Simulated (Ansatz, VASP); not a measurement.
Two plane-wave programs on PbO

Contents of INCAR:

```
SYSTEM = PbO
PREC = Accurate ; ENCUT = 600
EDIFF = 1E-6 ; ISMEAR = 0
SIGMA = 0.02 ; LREAL = .False.
LASPH = .True. ; NELM = 60
ALGO = Normal ; ISIF = 3
LWAVE = .False. ; LCHARG = .False.
GGA = PE ; IBRION = 2
NSW = 80 ; EDIFFG = -0.01
```

The input KPOINTS:

```
regular mesh
0
Gamma
  8 8 6
  0 0 0
```

Contents of POSCAR:

```
PbO
1.0
    3.9529822318      0.0000000000      0.0000000000
    0.0000000000      3.9529822318      0.0000000000
    0.0000000000      0.0000000000      5.1771966280
Pb O
2 2
Direct
    0.0000000000      0.5000000000      0.2287756856
    0.5000000000      0.0000000000      0.7712243144
    0.5000000000      0.5000000000      0.0000000000
    0.0000000000      0.0000000000      0.0000000000
```

Input for Ansatz:

```yaml
crystal:
  lattice:
    - [3.9529822318, 0.0, 0.0]
    - [0.0, 3.9529822318, 0.0]
    - [0.0, 0.0, 5.177196628]
  atoms:
    - { symbol: Pb, position: [0.0, 0.5, 0.2287756856] }
    - { symbol: Pb, position: [0.5, 0.0, 0.7712243144] }
    - { symbol: O, position: [0.5, 0.5, 0.0] }
    - { symbol: O, position: [0.0, 0.0, 0.0] }
basis:
  ecutwfc: 420
kpoints:
  mp_grid: { grid: [8, 8, 6] }
hamiltonian:
  xc: pbe
scf:
  occupations: { method: gaussian, width: 0.02 }
output:
  forces: true
  stress: true
  eigenvalues: true
relax:
  adjacent_minimum: "off"
  f_tol: 0.01
  max_steps: 60
  cell: { stress_tol: 0.1 }
```

Alike in both runs: task relaxation of cell and atoms; functional PBE; k mesh 8 × 8 × 6; occupations gaussian, width 0.02 eV; no spin polarisation.

|  | VASP | Ansatz |
| --- | --- | --- |
| version | VASP 6.6.1 | Ansatz 0.2.0 |
| potentials or method | VASP PAW PBE potentials, release 64 (Pb_d, O), cutoff 600 eV | scalar-relativistic, plane waves, PAW |
| valence electrons in the cell | 40 | 40 |

Ansatz gave:

```
gap on the k mesh at the Fermi level, each at its own relaxed structure (eV) : 1.78
relaxed volume (Å³/atom)                                                     : 22.90
relaxed length of the cell vector where the two differ most in proportion (Å)              : 5.562
```

Q: What did VASP give for the same quantities?

A: gap on the k mesh at the Fermi level, each at its own relaxed structure (eV): 1.75; relaxed volume (Å³/atom): 22.79; relaxed length of the cell vector where the two differ most in proportion (Å): 5.544.

Neither program's run includes spin-orbit coupling.
